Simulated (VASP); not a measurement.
# SnSe in VASP: notebook

The runs below take SnSe through single point, with PBE, r2SCAN.

Program: VASP 6.6.1. These are calculated values, not measurements. Logs are shortened: lines on timing, memory, paths and dates and some standing lists are left out, and cuts for length are marked.

### 1 The cell of the first run

The structure is tetragonal, space group I4/mmm (No. 139). The conventional cell has a = 4.226 Å, b = 4.226 Å, c = 6.004 Å, α = 90.00°, β = 90.00°, γ = 90.00°. Sn (site symmetry 4/mmm) has 6 Se at 2.99 to 3.00 Å within 3.9 Å. Within 3.9 Å of Se (site symmetry 4/mmm) lie 6 Sn at 2.99 to 3.00 Å.

### 2 Single point, PBE (biaxial xy strain -0.5%)

Input file INCAR:

```
SYSTEM = SnSe
PREC = Accurate
ENCUT = 500
EDIFF = 1E-6
ISMEAR = -1
SIGMA = 0.02
LREAL = .FALSE.
LASPH = .TRUE.
NELM = 120
ALGO = Normal
ISIF = 2
LWAVE = .FALSE.
LCHARG = .FALSE.
GGA = PE
NBANDS = 17
GGA_COMPAT = .FALSE.
```

Input file KPOINTS:

```
regular mesh
0
G
  8 8 8
  0 0 0
```

Input file POSCAR:

```
SnSe
1.0
    0.0000000000      2.9880032198      3.0021131517
    2.9880032198      0.0000000000      3.0021131517
    2.9880032198      2.9880032198      0.0000000000
Sn Se
1 1
Direct
    0.0000000000      0.0000000000      0.0000000000
    0.5000000000      0.5000000000      0.5000000000
```

Potentials or basis: VASP PAW PBE potentials, release 64 (Sn_d, Se).

Launch:

```sh
$ cat potpaw_PBE.64/Sn_d/POTCAR potpaw_PBE.64/Se/POTCAR > POTCAR
$ mpirun -np 1 vasp_std > vasp.out
```

OUTCAR:

```text
SYSTEM = SnSe
   PREC = Accurate
   ENCUT = 500
   EDIFF = 1E-6
   ISMEAR = -1
   LREAL = .FALSE.
   LASPH = .TRUE.
   NELM = 120
   ISIF = 2
   GGA = PE

 ion  position               nearest neighbor table
   1  0.000  0.000  0.000-   2 2.99   2 2.99   2 2.99   2 2.99   2 3.00   2 3.00
   2  0.500  0.500  0.500-   1 2.99   1 2.99   1 2.99   1 2.99   1 3.00   1 3.00

  LATTYP: Found a body centered tetragonal cell.
 ALAT       =     4.2256746779
 C/A-ratio  =     1.4208917537

  Lattice vectors:

 A1 = (  -2.9880032198,   0.0000000000,   3.0021131517)
 A2 = (   2.9880032198,   0.0000000000,   3.0021131517)
 A3 = (   0.0000000000,   2.9880032198,  -3.0021131517)

Analysis of symmetry for initial positions (statically):
=====================================================================
 Subroutine PRICEL returns:
 Original cell was already a primitive cell.

 Routine SETGRP: Setting up the symmetry group for a
 body centered tetragonal supercell.

 Subroutine GETGRP returns: Found 16 space group operations
 (whereof 16 operations were pure point group operations)
 out of a pool of 16 trial point group operations.

The static configuration has the point symmetry D_4h.

Analysis of symmetry for dynamics (positions and initial velocities):
=====================================================================
 Subroutine PRICEL returns:
 Original cell was already a primitive cell.

 Routine SETGRP: Setting up the symmetry group for a
 body centered tetragonal supercell.

 Subroutine GETGRP returns: Found 16 space group operations
 (whereof 16 operations were pure point group operations)
 out of a pool of 16 trial point group operations.

The dynamic configuration has the point symmetry D_4h.

 Subroutine INISYM returns: Found 16 space group operations
 (whereof 16 operations are pure point group operations),
 and found     1 'primitive' translations

----------------------------------------------------------------------------------------

                                     Primitive cell

  volume of cell :      53.6067

  direct lattice vectors                    reciprocal lattice vectors
     0.000000000  2.988003220  3.002113152    -0.167335830  0.167335830  0.166549352
     2.988003220  0.000000000  3.002113152     0.167335830 -0.167335830  0.166549352
     2.988003220  2.988003220  0.000000000     0.167335830  0.167335830 -0.166549352

  length of vectors
[... 80 lines left out ...]
   ENCUT  =  500.0 eV  36.75 Ry    6.06 a.u.   7.72  7.72  7.70*2*pi/ulx,y,z
   NELM   =    120;   NELMIN=  2; NELMDL= -5     # of ELM steps
   EDIFF  = 0.1E-05   stopping-criterion for ELM
   LREAL  =      F    real-space projection
   EDIFFG = 0.1E-04   stopping-criterion for IOM
   NSW    =      0    number of steps for IOM
   IBRION =     -1    ionic relax: 0-MD 1-quasi-New 2-CG
   NFREE  =      0    steps in history (QN), initial steepest desc. (CG)
   ISIF   =      2    stress and relaxation
   ISYM   =      2    0-nonsym 1-usesym 2-fastsym
   POTIM  = 0.5000    time-step for ionic-motion
   TEBEG  =    0.0;   TEEND  =   0.0 temperature during run
   PSTRESS=    0.0 pullay stress
   NELECT =      20.0000    total number of electrons
   NUPDOWN=      -1.0000    fix difference up-down
   EMIN   =  10.00;   EMAX   =-10.00  energy-range for DOS
   EFERMI =   0.00;   METHOD = LEGACY
   ISMEAR =    -1;   SIGMA  =   0.02  broadening in eV -4-tet -1-fermi 0-gaus
   EFERMI_NEDOS =   21; number of points for ismear=-14 and -15
   IALGO  =     38    algorithm
   IMIX   =      4    mixing-type and parameters
     AMIX     =   0.40;   BMIX     =  1.00
     AMIX_MAG =   1.60;   BMIX_MAG =  1.00
  volume/ion in A,a.u.               =      26.80       180.88
  Fermi-wavevector in a.u.,A,eV,Ry     =   1.178542  2.227122 18.897969  1.388962
  Thomas-Fermi vector in A             =   2.314869
   LORBIT       =      0    0 simple, 1 ext, 2 COOP (PROOUT), +10 PAW based schemes
   GGA     = PE    functional components
   LHFCALC =     F    Hartree Fock is set to
   AEXX    =    0.0000 exact exchange contribution
   IVDW    =     0    specifies the selected vdW correction
   LEPSILON=     F    determine dielectric tensor
   LRPA    =     F    only Hartree local field effects (RPA)
 non-spin polarized calculation
  energy-cutoff  :      500.00
  volume of cell :       53.61
 maximum number of plane-waves:      1376
   NGX = 15   NGY = 15   NGZ = 15

 number of electron      20.0000008 magnetization

 Free energy of the ion-electron system (eV)
  ---------------------------------------------------
  ext. energy  EPLUGINS =         0.00000000
  ---------------------------------------------------
  free energy    TOTEN  =        -8.21028854 eV

  energy without entropy =       -8.21028853  energy(sigma->0) =       -8.21028854

 E-fermi :   6.0885     XC(G=0):  -9.6786

 val. band max:        5.7650625105   @ k =   0.5000   0.0000   0.0000
 cond. band min:       6.4248088653   @ k =   0.5000   0.0000   0.0000
 fundamental gap:      0.6597463547
 Fermi energy:         6.0885423143

 k-point     1 :       0.0000    0.0000    0.0000
  band No.  band energies     occupation
      1     -15.8218      2.00000
      2     -15.8218      2.00000
      3     -15.8210      2.00000
      4     -15.8204      2.00000
      5     -15.8187      2.00000
      6      -8.2052      2.00000
[... 457 lines left out ...]
      4     -15.8119      2.00000
      5     -15.8082      2.00000
      6      -7.4578      2.00000
[... 9 lines left out ...]
     16      15.0751      0.00000
     17      17.2272      0.00000

 [... further k-points ...]

------------------------ aborting loop because EDIFF is reached ----------------------------------------

  FORCE on cell =-STRESS in cart. coord.  units (eV):
  Direction    XX          YY          ZZ          XY          YZ          ZX
  --------------------------------------------------------------------------------------
  -------------------------------------------------------------------------------------
  Total        0.6910124      0.6910124      0.4869382      0.0000000     -0.0000000      0.0000000
  in kB       20.6527195     20.6527195     14.5534265      0.0000000     -0.0000000      0.0000000
  external PRESSURE =      18.6196218 kB  Pullay stress =       0.0000000 kB

 VOLUME and BASIS-vectors are now :
 -----------------------------------------------------------------------------
  energy-cutoff  :      500.00
  volume of cell :       53.61
      direct lattice vectors                 reciprocal lattice vectors
     0.000000000  2.988003220  3.002113152    -0.167335830  0.167335830  0.166549352
     2.988003220  0.000000000  3.002113152     0.167335830 -0.167335830  0.166549352
     2.988003220  2.988003220  0.000000000     0.167335830  0.167335830 -0.166549352

 POSITION                                       TOTAL-FORCE (eV/Angst)
 -----------------------------------------------------------------------------------
      0.00000      0.00000      0.00000         0.000000     -0.000000      0.000000
      2.98800      2.98800      3.00211        -0.000000      0.000000     -0.000000
 -----------------------------------------------------------------------------------
    total drift:                                0.000000     -0.000000     -0.000000

  FREE ENERGIE OF THE ION-ELECTRON SYSTEM (eV)
  ---------------------------------------------------
  free  energy   TOTEN  =        -8.2102885358 eV

  energy  without entropy=       -8.2102885347  energy(sigma->0) =       -8.21028854
```

Wall time 1.8 min (1 thread of AMD EPYC 7R13, shared host); peak memory 0.17 GiB.

Results:

| Quantity | Value |
| --- | --- |
| Free energy | -8.2103 eV |
| Pressure | 1.9 GPa |
| Band gap on the k mesh | 0.66 eV, direct |

Caveat: the cell differs from its parent crystal (biaxial xy strain -0.5%); spin-orbit coupling is left out, which moves the levels of the heavy elements.

### 3 Single point, PBE (strain along [111] -1.1%)

Input file INCAR:

```
SYSTEM = SnSe
ALGO = Normal
EDIFF = 1E-6
ENCUT = 500
GGA = PE
GGA_COMPAT = .False.
ISIF = 2
ISMEAR = -1
LASPH = .True.
LCHARG = .False.
LREAL = .False.
LWAVE = .False.
NBANDS = 17
NELM = 120
PREC = Accurate
SIGMA = 0.02
```

Input file KPOINTS:

```
k-points
0
Gamma
  8 8 8
  0 0 0
```

Input file POSCAR:

```
SnSe
1.0
   -0.0228160600      2.9792970917      2.9792970917
    2.9792970917     -0.0228160600      2.9792970917
    2.9792970917      2.9792970917     -0.0228160600
Sn Se
1 1
Direct
    0.0000000000      0.0000000000      0.0000000000
    0.5000000000      0.5000000000      0.5000000000
```

Potentials or basis: VASP PAW PBE potentials, release 64 (Sn_d, Se).

Launch:

```sh
$ cat potpaw_PBE.64/Sn_d/POTCAR potpaw_PBE.64/Se/POTCAR > POTCAR
$ mpirun -np 1 vasp_std > vasp.out
```

It took 1.8 min on 1 thread of AMD EPYC 7R13, shared host; peak memory 0.18 GiB.

It converged, with:

```yaml
Free_energy: -8.2087 eV
Pressure: 2.0 GPa
Band_gap_on_the_k_mesh: 0.59 eV, indirect (least direct gap 0.67 eV)
```

Stress tensor (GPa, compression positive):
```
1.97 0.14 0.14
0.14 1.97 0.14
0.14 0.14 1.97
```

Levels at points of the mesh, in eV from the valence-band top:
| k point | band 8 | band 9 | band 10 | band 11 | band 12 | band 13 |
| --- | --- | --- | --- | --- | --- | --- |
| (0.00, 0.00, 0.00) | -2.28 | -2.28 | -2.18 | 4.38 | 4.40 | 4.40 |
| (0.50, 0.00, 0.00) | -2.00 | -1.97 | 0.00 | 0.67 | 1.24 | 1.29 |
| (0.50, 0.50, 0.00) | -5.60 | -3.77 | -3.69 | 2.96 | 5.44 | 5.47 |
| (0.50, 0.50, 0.50) | -2.03 | -2.03 | -0.08 | 0.59 | 1.18 | 1.18 |

Caveat: the cell differs from its parent crystal (strain along [111] -1.1%); spin-orbit coupling is left out, which moves the levels of the heavy elements. A k mesh can miss the band edges.

### 4 Single point, r2SCAN (strain along [111] -1.1%)

POSCAR is that of step 3.

Input file INCAR.step1:

```
SYSTEM = SnSe
PREC = Accurate
ENCUT = 550
ISMEAR = -1
SIGMA = 0.02
LREAL = .FALSE.
LASPH = .TRUE.
NELM = 120
NBANDS = 17
GGA = PE
ALGO = Normal
EDIFF = 1E-5
LWAVE = .TRUE.
LCHARG = .FALSE.
GGA_COMPAT = .FALSE.
```

Input file INCAR.step2:

```
SYSTEM = SnSe
PREC = Accurate
ENCUT = 550
EDIFF = 1E-6
ISMEAR = -1
SIGMA = 0.02
LREAL = .FALSE.
LASPH = .TRUE.
NELM = 120
ALGO = Normal
ISIF = 2
LWAVE = .FALSE.
LCHARG = .FALSE.
METAGGA = R2SCAN
LMIXTAU = .TRUE.
NBANDS = 17
ISTART = 1
GGA_COMPAT = .FALSE.
```

Input file KPOINTS:

```
regular mesh
0
G
  8 8 8
  0 0 0
```

Potentials or basis: VASP PAW PBE potentials, release 64 (Sn_d, Se).

Launch:

```sh
$ cat potpaw_PBE.64/Sn_d/POTCAR potpaw_PBE.64/Se/POTCAR > POTCAR
$ cp INCAR.step1 INCAR
$ mpirun -np 1 vasp_std > vasp.out
$ cp INCAR.step2 INCAR
$ mpirun -np 1 vasp_std > vasp.out
```

OUTCAR:

```text
SYSTEM = SnSe
   PREC = Accurate
   ENCUT = 550
   EDIFF = 1E-6
   ISMEAR = -1
   LREAL = .FALSE.
   LASPH = .TRUE.
   NELM = 120
   ISIF = 2
   METAGGA = R2SCAN
   ISTART = 1

 ion  position               nearest neighbor table
   1  0.000  0.000  0.000-   2 2.99   2 2.99   2 2.99   2 2.99   2 2.99   2 2.99
   2  0.500  0.500  0.500-   1 2.99   1 2.99   1 2.99   1 2.99   1 2.99   1 2.99

  LATTYP: Found a trigonal (rhomboedric) cell.
 ALAT       =     4.2134241294
 COS(alpha) =     0.4923273606

  Lattice vectors:

 A1 = (  -0.0228160600,   2.9792970917,   2.9792970917)
 A2 = (   2.9792970917,  -0.0228160600,   2.9792970917)
 A3 = (   2.9792970917,   2.9792970917,  -0.0228160600)

Analysis of symmetry for initial positions (statically):
=====================================================================
 Subroutine PRICEL returns:
 Original cell was already a primitive cell.

 Routine SETGRP: Setting up the symmetry group for a
 trigonal (rhombohedral) supercell.

 Subroutine GETGRP returns: Found 12 space group operations
 (whereof 12 operations were pure point group operations)
[... 161 lines left out ...]
  energy without entropy =      -39.87585110  energy(sigma->0) =      -39.87585112

 E-fermi :   6.1773     XC(G=0): -10.2856

 val. band max:        5.9358951888   @ k =   0.5000  -0.0000  -0.0000
 cond. band min:       6.3976618739   @ k =   0.5000   0.5000   0.5000
 fundamental gap:      0.4617666851
 Fermi energy:         6.1772860528

 k-point     1 :       0.0000    0.0000    0.0000
  band No.  band energies     occupation
      1     -16.6191      2.00000
      2     -16.6191      2.00000
      3     -16.6159      2.00000
      4     -16.6153      2.00000
      5     -16.6153      2.00000
      6      -8.9369      2.00000
[... 457 lines left out ...]
      4     -16.6081      2.00000
      5     -16.6055      2.00000
      6      -8.2819      2.00000
[... 9 lines left out ...]
     16      15.4950      0.00000
     17      16.5269      0.00000

 [... further k-points ...]

------------------------ aborting loop because EDIFF is reached ----------------------------------------

  FORCE on cell =-STRESS in cart. coord.  units (eV):
  Direction    XX          YY          ZZ          XY          YZ          ZX
  --------------------------------------------------------------------------------------
  -------------------------------------------------------------------------------------
  Total        0.3117767      0.3117767      0.3117767      0.0485072      0.0485072      0.0485072
  in kB        9.3373254      9.3373254      9.3373254      1.4527304      1.4527304      1.4527304
  external PRESSURE =       9.3373254 kB  Pullay stress =       0.0000000 kB

 VOLUME and BASIS-vectors are now :
 -----------------------------------------------------------------------------
  energy-cutoff  :      550.00
  volume of cell :       53.50
      direct lattice vectors                 reciprocal lattice vectors
    -0.022816060  2.979297092  2.979297092    -0.165909166  0.167189538  0.167189538
     2.979297092 -0.022816060  2.979297092     0.167189538 -0.165909166  0.167189538
     2.979297092  2.979297092 -0.022816060     0.167189538  0.167189538 -0.165909166

 POSITION                                       TOTAL-FORCE (eV/Angst)
 -----------------------------------------------------------------------------------
      0.00000      0.00000      0.00000        -0.000000     -0.000000     -0.000000
      2.96789      2.96789      2.96789         0.000000      0.000000      0.000000
 -----------------------------------------------------------------------------------
    total drift:                                0.000000     -0.000000     -0.000000

  FREE ENERGIE OF THE ION-ELECTRON SYSTEM (eV)
  ---------------------------------------------------
  free  energy   TOTEN  =       -39.8758511367 eV

  energy  without entropy=      -39.8758511025  energy(sigma->0) =      -39.87585112
```

OSZICAR.step1:

```text
N       E                     dE             d eps       ncg     rms          rms(c)
DAV:   1     0.135033424587E+03    0.13503E+03   -0.10086E+04  2244   0.149E+03
DAV:   2     0.452842017286E+01   -0.13051E+03   -0.12604E+03  2426   0.358E+02
DAV:   3    -0.804829416478E+01   -0.12577E+02   -0.12471E+02  2621   0.957E+01
DAV:   4    -0.837213522679E+01   -0.32384E+00   -0.32356E+00  2719   0.160E+01
DAV:   5    -0.838136818646E+01   -0.92330E-02   -0.92325E-02  3116   0.263E+00    0.317E+00
DAV:   6    -0.820825303662E+01    0.17312E+00   -0.42064E-01  3164   0.378E+00    0.190E+00
DAV:   7    -0.820672997735E+01    0.15231E-02   -0.78583E-02  2600   0.126E+00    0.925E-01
DAV:   8    -0.820878844751E+01   -0.20585E-02   -0.82404E-03  2707   0.812E-01    0.113E-01
DAV:   9    -0.820862741244E+01    0.16104E-03   -0.12559E-03  3206   0.300E-01    0.495E-02
DAV:  10    -0.820869122068E+01   -0.63808E-04   -0.15953E-04  2612   0.720E-02    0.114E-02
DAV:  11    -0.820869637396E+01   -0.51533E-05   -0.17525E-05  2698   0.375E-02
   1 F= -.82086964E+01 E0= -.82086964E+01  d E =-.256556E-08
```

Wall time 7.4 min (1 thread of AMD EPYC 7R13, shared host); peak memory 0.2 GiB.

What came out:

```
Free energy            : -39.8759 eV
Pressure               : 0.9 GPa
Band gap on the k mesh : 0.46 eV, indirect (least direct gap 0.55 eV)
```

Levels at points of the mesh, in eV from the valence-band top:
```tsv
k point	band 6	band 7	band 8	band 9	band 10	band 11	band 12	band 13	band 14	band 15
(0.00, 0.00, 0.00)	-14.87	-5.20	-2.74	-2.74	-2.64	4.40	4.44	4.44	5.95	5.95
(0.50, 0.00, 0.00)	-13.86	-8.70	-2.44	-2.40	0.00	0.55	1.11	1.16	8.61	10.36
(0.50, 0.50, 0.00)	-13.54	-6.37	-6.10	-4.25	-4.17	3.04	5.55	5.58	6.28	10.66
(0.50, 0.50, 0.50)	-13.84	-8.64	-2.47	-2.47	-0.08	0.46	1.05	1.05	8.65	10.54
```

Caveat: the cell differs from its parent crystal (strain along [111] -1.1%); the PAW data sets were made with another functional, which shifts forces and pressure a little; spin-orbit coupling is left out, which moves the levels of the heavy elements. A k mesh can miss the band edges.

### 5 Overview

| level | cell | cutoff (eV) | gap on the mesh (eV) | pressure (GPa) |
| --- | --- | --- | --- | --- |
| PBE | a = 4.236, b = 4.236, c = 4.226 Å, angles 60.1, 60.1, 59.8°, 2 atoms | 500 | 0.66 | 1.9 |
| PBE | a = 4.213 Å, angles 60.5°, 2 atoms | 500 | 0.59 | 2.0 |
| r2SCAN | a = 4.213 Å, angles 60.5°, 2 atoms | 550 | 0.46 | 0.9 |

Alike in all rows: task single point; potentials or basis VASP PAW PBE potentials, release 64 (Sn_d, Se); no spin polarisation; k mesh 8 × 8 × 8; smearing fermi-dirac 0.02 eV.

Caveats: spin-orbit coupling is left out, which moves the levels of the heavy elements; the PAW data sets were made with another functional, which shifts forces and pressure a little (some runs).

Total energies depend on the potentials used, so only differences within one code and one set of settings carry meaning.
